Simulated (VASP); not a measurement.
Runs of VASP 6.6.1 on Te. The structure is that of space group Im-3m (No. 229), or close to it. The cells are those of the table. This isn't the form of Te at room conditions, which is trigonal, of chains.

```tsv
spin	cell	k mesh	gap on the mesh (eV)	pressure (GPa)
non-collinear, zero start, SOC	a = 3.258 Å, angles 109.5°, 1 atom	12 × 12 × 12	-	0.2
off	a = 3.122 Å, angles 109.5°, 1 atom	13 × 13 × 13	none	12.1
off	a = 3.383 Å, angles 109.5°, 1 atom	13 × 13 × 13	none	-6.0
off	a = 3.214 Å, angles 109.5°, 1 atom	13 × 13 × 13	none	3.2
off	a = 3.301 Å, angles 109.5°, 1 atom	13 × 13 × 13	none	-2.4
off	a = 3.258 Å, angles 109.5°, 1 atom	19 × 19 × 19	none	0.2
off	a = 3.258 Å, angles 109.5°, 1 atom	13 × 13 × 13	none	(b)
off	a = 3.169 Å, angles 109.5°, 1 atom	13 × 13 × 13	none	(a)
```

Alike in all rows: task single point; level LDA; potentials or basis VASP PAW LDA potentials, release 64 (Te); cutoff (eV) 520; smearing fermi-dirac 0.1 eV.

Problem. Estimate the missing entries.

Solution. (a) 7.2; (b) 0.1.

Caveats: spin-orbit coupling is left out, which moves the levels of the heavy elements (at least some runs); the cell stands under pressure (at least some runs); the cell stands under tension (at least some runs).

A k mesh can miss the band edges, and rows without SOC leave out spin-orbit coupling on Te.

A gap of «none» marks levels without a gap at the run's occupations.
